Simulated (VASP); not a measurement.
Here is a VASP 6.6.1 calculation.

The input POSCAR:

```
ZnS
1.0
    0.1405945702      2.7767427621      2.7767427621
    2.7767427621      0.1405945702      2.7767427621
    2.7767427621      2.7767427621      0.1405945702
Zn S
1 1
Direct
    0.0000000000      0.0000000000      0.0000000000
    0.7500000000      0.7500000000      0.7500000000
```

The input INCAR.step1:

```
ALGO = Normal
EDIFF = 1E-4
ENCUT = 520
GGA = PE
ISMEAR = 0
LASPH = T
LCHARG = F
LREAL = F
LWAVE = T
NBANDS = 16
NELM = 100
PREC = Accurate
SIGMA = 0.05
```

File INCAR.step2:

```
ALGO = Normal
EDIFF = 1E-7
ENCUT = 520
ISIF = 2
ISMEAR = 0
ISTART = 1
LASPH = T
LCHARG = F
LMIXTAU = T
LREAL = F
LWAVE = F
METAGGA = R2SCAN
NBANDS = 16
NELM = 100
PREC = Accurate
SIGMA = 0.05
```

The input KPOINTS:

```
k-points
0
Gamma
  8 8 8
```

Potentials or basis: VASP PAW PBE potentials, release 64 (Zn, S).

Launch:

```console
$ cat potpaw_PBE.64/Zn/POTCAR potpaw_PBE.64/S/POTCAR > POTCAR
$ cp INCAR.step1 INCAR
$ mpirun -np 1 vasp_std > vasp.out
$ cp INCAR.step2 INCAR
$ mpirun -np 1 vasp_std > vasp.out
```

Task: Predict the band gap on the k mesh.

Result: 2.44 eV, direct.

Task: Estimate the pressure.

Result: -0.2 GPa.

Task: Estimate the largest force.

Result: 0.330 eV/Å.

Forces on the atoms (eV/Å):
```
Zn  -0.191 -0.191 -0.191
S    0.191  0.191  0.191
```

Caveat: the PAW data sets were made with another functional, which shifts forces and pressure a little.
